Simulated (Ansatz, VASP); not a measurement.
## One calculation of InP, two programs

```
In P
1.0
     1.87345   -6.11276    0.00000
     1.87345    6.11276    0.00000
     0.00000    0.00000    3.91184
In P
2 2
Direct
  0.65554 0.34446 0.75000
  0.34446 0.65554 0.25000
  0.88283 0.11717 0.75000
  0.11717 0.88283 0.25000
```

Change from the starting cell: species swapped into the YGa type (Cmcm, No. 63).

Alike in both runs: task relaxation of cell and atoms; functional PBE; k mesh 6 × 6 × 4; occupations gaussian, width 0.1 eV; no spin polarisation.

|  | VASP | Ansatz |
| --- | --- | --- |
| version | VASP 6.6.1 | Ansatz 0.2.0 |
| potentials or method | VASP PAW PBE potentials, release 64 (In_d, P), cutoff 600 eV | scalar-relativistic, plane waves, PAW |
| valence electrons in the cell | 36 | 36 |

```tsv
	VASP	Ansatz	Ansatz less VASP
gap on the k mesh at the Fermi level, each at its own relaxed structure (eV)	none	none	-
relaxed volume (Å³/atom)	22.33	23.16	+0.826
relaxed length of the cell vector where the two differ most in proportion (Å)	6.423	6.704	+0.2811
```

A gap of «none» marks a metal or a gap that the smearing closes.

The k mesh is coarse, so the values compare programs but aren't converged.
